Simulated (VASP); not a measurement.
# Ir (Fm-3m) in VASP: single point with PBE+D3(BJ)

Aim: the single point of Ir with PBE+D3(BJ).

Program: VASP 6.6.1. These are calculated values, not measurements. Logs are shortened: lines on timing, memory, paths and dates and some standing lists are left out, and cuts for length are marked.

### 1 The cell of the first run

It takes space group Fm-3m (No. 225, cubic). Conventional cell: a = 3.840 Å, b = 3.840 Å, c = 3.840 Å, α = 90.00°, β = 90.00°, γ = 90.00°. Ir (site symmetry m-3m) has 12 Ir at 2.72 Å within 3.6 Å.

### 2 Single point, PBE+D3(BJ)

INCAR reads:

```
SYSTEM = Ir
PREC = Accurate
ENCUT = 500
EDIFF = 1E-6
ISMEAR = 0
SIGMA = 0.1
LREAL = .FALSE.
LASPH = .TRUE.
NELM = 120
ALGO = Normal
ISIF = 2
LWAVE = .FALSE.
LCHARG = .FALSE.
GGA = PE
IVDW = 12
NBANDS = 10
GGA_COMPAT = .FALSE.
```

KPOINTS reads:

```
Automatic mesh
0
G
  18 18 18
  0 0 0
```

POSCAR reads:

```
Ir
1.0
    0.0000000000      1.9201233389      1.9201233389
    1.9201233389      0.0000000000      1.9201233389
    1.9201233389      1.9201233389      0.0000000000
Ir
1
Direct
    0.0000000000      0.0000000000      0.0000000000
```

Potentials or basis: VASP PAW PBE potentials, release 64 (Ir).

Command:

```console
cat potpaw_PBE.64/Ir/POTCAR > POTCAR
mpirun -np 1 vasp_std > vasp.out
```

OUTCAR:

```text
SYSTEM = Ir
   PREC = Accurate
   ENCUT = 500
   EDIFF = 1E-6
   ISMEAR = 0
   LREAL = .FALSE.
   LASPH = .TRUE.
   NELM = 120
   ISIF = 2
   GGA = PE
   IVDW = 12
 IVDW          = 12

 ion  position               nearest neighbor table
   1  0.000  0.000  0.000-

  LATTYP: Found a face centered cubic cell.
 ALAT       =     3.8402466778

  Lattice vectors:

 A1 = (   0.0000000000,   1.9201233389,   1.9201233389)
 A2 = (   1.9201233389,   0.0000000000,   1.9201233389)
 A3 = (   1.9201233389,   1.9201233389,   0.0000000000)

Analysis of symmetry for initial positions (statically):
=====================================================================
 Subroutine PRICEL returns:
 Original cell was already a primitive cell.

 Routine SETGRP: Setting up the symmetry group for a
 face centered cubic supercell.

 Subroutine GETGRP returns: Found 48 space group operations
 (whereof 48 operations were pure point group operations)
 out of a pool of 48 trial point group operations.

The static configuration has the point symmetry O_h .

Analysis of symmetry for dynamics (positions and initial velocities):
=====================================================================
 Subroutine PRICEL returns:
 Original cell was already a primitive cell.

 Routine SETGRP: Setting up the symmetry group for a
 face centered cubic supercell.

 Subroutine GETGRP returns: Found 48 space group operations
 (whereof 48 operations were pure point group operations)
 out of a pool of 48 trial point group operations.

The dynamic configuration has the point symmetry O_h .

 Subroutine INISYM returns: Found 48 space group operations
 (whereof 48 operations are pure point group operations),
 and found     1 'primitive' translations

----------------------------------------------------------------------------------------

                                     Primitive cell

  volume of cell :      14.1585

  direct lattice vectors                    reciprocal lattice vectors
     0.000000000  1.920123339  1.920123339    -0.260399939  0.260399939  0.260399939
     1.920123339  0.000000000  1.920123339     0.260399939 -0.260399939  0.260399939
     1.920123339  1.920123339  0.000000000     0.260399939  0.260399939 -0.260399939

  length of vectors
     2.715464467  2.715464467  2.715464467     0.451025924  0.451025924  0.451025924

  position of ions in fractional coordinates (direct lattice)
     0.000000000  0.000000000  0.000000000

  ion indices of the primitive-cell ions
   primitive index   ion index
                 1           1

----------------------------------------------------------------------------------------
[... 79 lines left out ...]
   TEBEG  =    0.0;   TEEND  =   0.0 temperature during run
   PSTRESS=    0.0 pullay stress
   NELECT =       9.0000    total number of electrons
   NUPDOWN=      -1.0000    fix difference up-down
   EMIN   =  10.00;   EMAX   =-10.00  energy-range for DOS
   EFERMI =   0.00;   METHOD = LEGACY
   ISMEAR =     0;   SIGMA  =   0.10  broadening in eV -4-tet -1-fermi 0-gaus
   EFERMI_NEDOS =   21; number of points for ismear=-14 and -15
   IALGO  =     38    algorithm
   IMIX   =      4    mixing-type and parameters
     AMIX     =   0.40;   BMIX     =  1.00
     AMIX_MAG =   1.60;   BMIX_MAG =  1.00
  volume/ion in A,a.u.               =      14.16        95.55
  Fermi-wavevector in a.u.,A,eV,Ry     =   1.407613  2.660003 26.958227  1.981374
  Thomas-Fermi vector in A             =   2.529854
   LORBIT       =      0    0 simple, 1 ext, 2 COOP (PROOUT), +10 PAW based schemes
   GGA     = PE    functional components
   LHFCALC =     F    Hartree Fock is set to
   AEXX    =    0.0000 exact exchange contribution
   IVDW    =    12    specifies the selected vdW correction
   LEPSILON=     F    determine dielectric tensor
   LRPA    =     F    only Hartree local field effects (RPA)
 non-spin polarized calculation
 Gauss-broadening in eV      SIGMA  =   0.10
  energy-cutoff  :      500.00
  volume of cell :       14.16
 maximum number of plane-waves:       370
   NGX =  9   NGY =  9   NGZ =  9

 number of electron       9.0000000 magnetization

 Free energy of the ion-electron system (eV)
  ---------------------------------------------------
  ext. energy  EPLUGINS =         0.00000000
  ---------------------------------------------------
  free energy    TOTEN  =        -8.84331139 eV

  energy without entropy =       -8.83819632  energy(sigma->0) =       -8.84075385

 E-fermi :  10.4280     XC(G=0): -13.9834

 val. band max:       10.4234171439   @ k =   0.5000   0.2222   0.1111
 cond. band min:      10.4339453393   @ k =   0.3333   0.1111   0.0556
 fundamental gap:      0.0105281955
 Fermi energy:        10.4279795950

 k-point     1 :       0.0000    0.0000    0.0000
  band No.  band energies     occupation
      1      -0.7185      2.00000
      2       6.5119      2.00000
      3       6.5119      2.00000
      4       6.5119      2.00000
      5       9.1976      2.00000
      6       9.1976      2.00000
      7      24.7191      0.00000
      8      30.3011      0.00000
      9      30.3011      0.00000
     10      30.3011      0.00000
[... 287 lines left out ...]
 k-point    24 :      -0.2222    0.0556    0.0000
  band No.  band energies     occupation
      1       1.4950      2.00000
      2       5.8469      2.00000
      3       6.9674      2.00000
      4       7.0593      2.00000
      5       8.9095      2.00000
      6       9.7687      2.00000
      7      24.5577      0.00000
      8      27.3467      0.00000
      9      32.4472      0.00000
     10      33.6760      0.00000

 [... further k-points ...]

------------------------ aborting loop because EDIFF is reached ----------------------------------------

 Edisp (eV)   -0.73449

 E8    (eV) :    -0.3425

  FORCE on cell =-STRESS in cart. coord.  units (eV):
  Direction    XX          YY          ZZ          XY          YZ          ZX
  --------------------------------------------------------------------------------------
  -------------------------------------------------------------------------------------
  Total       0.05842     0.05842     0.05842     0.00000     0.00000     0.00000
  in kB       6.61038     6.61038     6.61038     0.00000     0.00000     0.00000
  external pressure =        6.61 kB  Pullay stress =        0.00 kB

 VOLUME and BASIS-vectors are now :
 -----------------------------------------------------------------------------
  energy-cutoff  :      500.00
  volume of cell :       14.16
      direct lattice vectors                 reciprocal lattice vectors
     0.000000000  1.920123339  1.920123339    -0.260399939  0.260399939  0.260399939
     1.920123339  0.000000000  1.920123339     0.260399939 -0.260399939  0.260399939
     1.920123339  1.920123339  0.000000000     0.260399939  0.260399939 -0.260399939

 POSITION                                       TOTAL-FORCE (eV/Angst)
 -----------------------------------------------------------------------------------
      0.00000      0.00000      0.00000        -0.000000     -0.000000     -0.000000
 -----------------------------------------------------------------------------------
    total drift:                               -0.000000     -0.000000     -0.000000

  FREE ENERGIE OF THE ION-ELECTRON SYSTEM (eV)
  ---------------------------------------------------
  free  energy   TOTEN  =        -9.5777996278 eV

  energy  without entropy=       -9.5726845596  energy(sigma->0) =       -9.57524209
```

OSZICAR:

```text
N       E                     dE             d eps       ncg     rms          rms(c)
DAV:   1     0.464613688504E+02    0.46461E+02   -0.42628E+03  3932   0.792E+02
DAV:   2    -0.854387781664E+01   -0.55005E+02   -0.52091E+02  4004   0.193E+02
DAV:   3    -0.938965576343E+01   -0.84578E+00   -0.84170E+00  4582   0.290E+01
DAV:   4    -0.939692011630E+01   -0.72644E-02   -0.72632E-02  4412   0.251E+00
DAV:   5    -0.939706402911E+01   -0.14391E-03   -0.14391E-03  4464   0.337E-01    0.152E+01
DAV:   6    -0.893584054228E+01    0.46122E+00   -0.79829E-01  4374   0.110E+01    0.626E+00
DAV:   7    -0.884943855172E+01    0.86402E-01   -0.25903E-01  4636   0.576E+00    0.148E+00
DAV:   8    -0.884548265192E+01    0.39559E-02   -0.22747E-03  4230   0.524E-01    0.840E-01
DAV:   9    -0.884330453434E+01    0.21781E-02   -0.15157E-03  4444   0.541E-01    0.130E-02
DAV:  10    -0.884331101362E+01   -0.64793E-05   -0.85440E-06  5252   0.257E-02    0.214E-02
DAV:  11    -0.884331138841E+01   -0.37479E-06   -0.51465E-07  2718   0.849E-03
   1 F= -.95777996E+01 E0= -.95752421E+01  d E =-.511507E-02
```

Run time: 23 s. Hardware: 1 thread of AMD EPYC 7R43 (Zen 3), shared host; peak memory 0.12 GiB.

Results:

| Item | Value |
| --- | --- |
| Free energy | -9.5778 eV |
| Pressure | 0.7 GPa |
| Band gap on the k mesh | zero (an odd number of electrons rules out a gap without spin polarisation) |
| Dispersion energy per atom | -0.734 eV |

Caveat: spin-orbit coupling is left out, which moves the levels of the heavy elements.
